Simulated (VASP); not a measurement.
Crystal: Al.

```
Al
1.0
     1.37736   -2.42337   -0.03277
    -4.34871   -2.54843    0.02023
     0.13109   -0.11150  -14.11673
Al
12
Direct
  0.48366 0.51190 0.99777
  0.03169 0.00598 0.99848
  0.98352 0.66744 0.16722
  0.50384 0.15616 0.16607
  0.48905 0.48023 0.33067
  0.02170 0.01598 0.33636
  0.99193 0.68008 0.50371
  0.49892 0.15993 0.49954
  0.49921 0.47492 0.66578
  0.00784 0.99317 0.66684
  0.98924 0.68257 0.83394
  0.49940 0.17164 0.83361
```

```yaml
Program: VASP 6.6.1
Task: relaxation of cell and atoms
Functional: PBE
Potentials_or_basis: VASP PAW PBE potentials, release 64 (Al)
Cutoff: 600 eV
k_mesh: 8 × 4 × 2
Occupations: gaussian, width 0.2 eV
Spin: no spin polarisation
```

At the start: pressure 1.0 GPa; volume 16.52 Å³/atom.

Task: Where does the relaxation end?

Result: Over 16 steps the energy falls by 16.7 meV/atom and the volume is 16.65 Å³/atom (+0.7 %); space group Cmcm (No. 63, to 0.05 Å).

The path:
```
step  energy change (eV)  largest force (eV/Å)  pressure (GPa)  volume (Å³)
   1              0.0000                0.7682            1.00       198.29
   2             -0.1131                0.4275           -0.33       201.26
   3             -0.1396                0.2162           -1.21       203.62
   4             -0.1764                0.1408           -0.14       200.40
   5             -0.1788                0.1462            0.23       199.39
   6             -0.1865                0.1069            0.05       199.76
   7             -0.1878                0.0902           -0.05       199.98
   8             -0.1928                0.0686           -0.05       199.99
   9             -0.1949                0.0739           -0.04       199.99
  10             -0.1976                0.0568            0.02       199.78
  11             -0.1985                0.0405            0.09       199.58
  12             -0.1998                0.0266           -0.07       200.00
  13             -0.1998                0.0323           -0.10       200.08
  14             -0.2002                0.0307            0.07       199.63
  15             -0.2002                0.0308            0.06       199.66
  16             -0.2005                0.0151            0.02       199.76
```

Final structure:
```yaml
crystal:
  lattice:
    - [1.40934, -2.44247, 0.00016]
    - [-4.38937, -2.53412, -0.00072]
    - [0.00041, -0.00107, -13.97685]
  atoms:
    - { symbol: Al, position: [0.49986, 0.50293, 0.00003] }
    - { symbol: Al, position: [0.99937, 0.00321, 0.00011] }
    - { symbol: Al, position: [0.00034, 0.66854, 0.16677] }
    - { symbol: Al, position: [0.50119, 0.16855, 0.16672] }
    - { symbol: Al, position: [0.49938, 0.49673, 0.33326] }
    - { symbol: Al, position: [0.99956, 0.99675, 0.33332] }
    - { symbol: Al, position: [0.99929, 0.66415, 0.50003] }
    - { symbol: Al, position: [0.50113, 0.16438, 0.49989] }
    - { symbol: Al, position: [0.49865, 0.49729, 0.66657] }
    - { symbol: Al, position: [0.00040, 0.99731, 0.66661] }
    - { symbol: Al, position: [0.99961, 0.67026, 0.83341] }
    - { symbol: Al, position: [0.50121, 0.16989, 0.83328] }
```
